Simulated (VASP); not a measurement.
A run of VASP 6.6.1:

File POSCAR:

```
WC
1.0
    2.9257489053      0.0000000000      0.0000000000
   -1.4628744527      2.5337728771      0.0000000000
    0.0000000000      0.0000000000      2.8553859779
W C
1 1
Direct
    0.0000000000      0.0000000000      0.0000000000
    0.6666666667      0.3333333333      0.5000000000
```

The input INCAR.step1:

```
SYSTEM = WC
  ALGO = Normal
  EDIFF = 1E-5
  ENCUT = 520
  GGA = PE
  ISIF = 2
  ISMEAR = -1
  LASPH = .TRUE.
  LCHARG = .FALSE.
  LREAL = .FALSE.
  LWAVE = .TRUE.
  NBANDS = 16
  NELM = 80
  PREC = Accurate
  SIGMA = 0.05
```

The input INCAR.step2:

```
SYSTEM = WC
  AEXX = 0.2
  AGGAC = 0.81
  AGGAX = 0.72
  ALDAC = 0.19
  ALGO = Normal
  EDIFF = 1E-6
  ENCUT = 520
  GGA = B3
  ISIF = 2
  ISMEAR = -1
  ISTART = 1
  LASPH = .TRUE.
  LCHARG = .FALSE.
  LHFCALC = .TRUE.
  LREAL = .FALSE.
  LWAVE = .FALSE.
  NBANDS = 16
  NELM = 80
  PREC = Accurate
  PRECFOCK = Normal
  SIGMA = 0.05
```

File KPOINTS:

```
k-points
0
G
  5 5 5
  0 0 0
```

Potentials or basis: VASP PAW PBE potentials, release 64 (W_sv, C).

Launch:

```sh
$ cat potpaw_PBE.64/W_sv/POTCAR potpaw_PBE.64/C/POTCAR > POTCAR
$ cp INCAR.step1 INCAR
$ mpirun -np 1 vasp_std > vasp.out
$ cp INCAR.step2 INCAR
$ mpirun -np 1 vasp_std > vasp.out
```

Hardware: 1 thread of Intel Xeon 8259CL, with other jobs on the host.

Task: How long does it take, and how much memory?

Result: It took 20 min on 1 thread of Intel Xeon 8259CL, on a shared host, peak memory 0.16 GiB. Counts: k points 15.
